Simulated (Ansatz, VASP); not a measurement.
**CaO: VASP beside Ansatz**

Contents of INCAR:

```
PREC = Accurate ; ENCUT = 600
EDIFF = 1E-6 ; ISMEAR = 0
SIGMA = 0.05 ; LREAL = F
LASPH = T ; NELM = 120
ALGO = Normal ; ISIF = 2
LWAVE = F ; LCHARG = F
GGA = PE ; NBANDS = 15
GGA_COMPAT = F
```

File KPOINTS:

```
Automatic mesh
0
Gamma
  8 8 8
```

File POSCAR:

```
CaO
1.0
    0.0000000000      2.4490000000      2.6449200000
    2.4490000000      0.0000000000      2.6449200000
    2.4490000000      2.4490000000      0.0000000000
Ca O
1 1
Direct
    0.0000000000      0.0000000000      0.0000000000
    0.5000000000      0.5000000000      0.5000000000
```

Input for Ansatz:

```yaml
crystal:
  lattice:
    - [0.0, 2.449, 2.64492]
    - [2.449, 0.0, 2.64492]
    - [2.449, 2.449, 0.0]
  atoms:
    - { symbol: Ca, position: [0.0, 0.0, 0.0] }
    - { symbol: O, position: [0.5, 0.5, 0.5] }
basis:
  ecutwfc: 420
kpoints:
  mp_grid: { grid: [8, 8, 8] }
hamiltonian:
  xc: pbe
scf:
  occupations: { method: gaussian, width: 0.05 }
output:
  forces: true
  stress: true
  eigenvalues: true
```

Change from the starting cell: strain +0.000 along x and y, +0.080 along z, atoms carried along.

Alike in both runs: task single point; functional PBE; k mesh 8 × 8 × 8; occupations gaussian, width 0.05 eV; no spin polarisation.

|  | VASP | Ansatz |
| --- | --- | --- |
| version | VASP 6.6.1 | Ansatz 0.2.0 |
| potentials or method | VASP PAW PBE potentials, release 64 (Ca_sv, O), cutoff 600 eV | scalar-relativistic, plane waves, PAW |
| valence electrons in the cell | 16 | 16 |

Ansatz gave:

- gap on the k mesh at the Fermi level (eV): 3.58
- least direct gap on the mesh (eV): 3.58
- pressure (GPa): -8.7
- traceless stress, the component that is largest in VASP (GPa): -2.73

Task: What did VASP give for the same quantities?

Result: gap on the k mesh at the Fermi level (eV): 3.57; least direct gap on the mesh (eV): 3.57; pressure (GPa): -8.5; traceless stress, the component that is largest in VASP (GPa): -2.90.
